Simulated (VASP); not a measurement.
Set up this calculation in VASP 6.6.1, as the native input.

* Task: single point
* Functional: PBE
* Potentials or basis: VASP PAW PBE potentials, release 64 (Ir)
* Cutoff: 520 eV
* k mesh: 14 × 14 × 14
* Occupations: fermi-dirac, width 0.1 eV
* Spin: no spin polarisation
* Dipole correction: no
* Further INCAR settings: ALGO = Normal; EDIFF = 1e-06; NBANDS = 10

The structure of Ir lies in POSCAR:

```
Ir
1.0
    0.0000000000      1.9360622002      1.9360622002
    1.9360622002      0.0000000000      1.9360622002
    1.9360622002      1.9360622002      0.0000000000
Ir
1
Direct
    0.0000000000      0.0000000000      0.0000000000
```

The input as run:

INCAR

```
PREC = Accurate ; ENCUT = 520
EDIFF = 1E-6 ; ISMEAR = -1
SIGMA = 0.1 ; LREAL = False
LASPH = True ; NELM = 100
ALGO = Normal ; ISIF = 2
LWAVE = False ; LCHARG = False
GGA = PE ; NBANDS = 10
```

KPOINTS

```
Automatic mesh
0
Gamma
  14 14 14
```

Potentials or basis: VASP PAW PBE potentials, release 64 (Ir).

Run with:

```console
$ cat potpaw_PBE.64/Ir/POTCAR > POTCAR
$ mpirun -np 1 vasp_std > vasp.out
```

Results of the run:

```yaml
Pressure: 0.5 GPa
```

It took 21 s on 1 thread of Intel Xeon 6975P-C (shared host), peak memory 0.13 GiB.
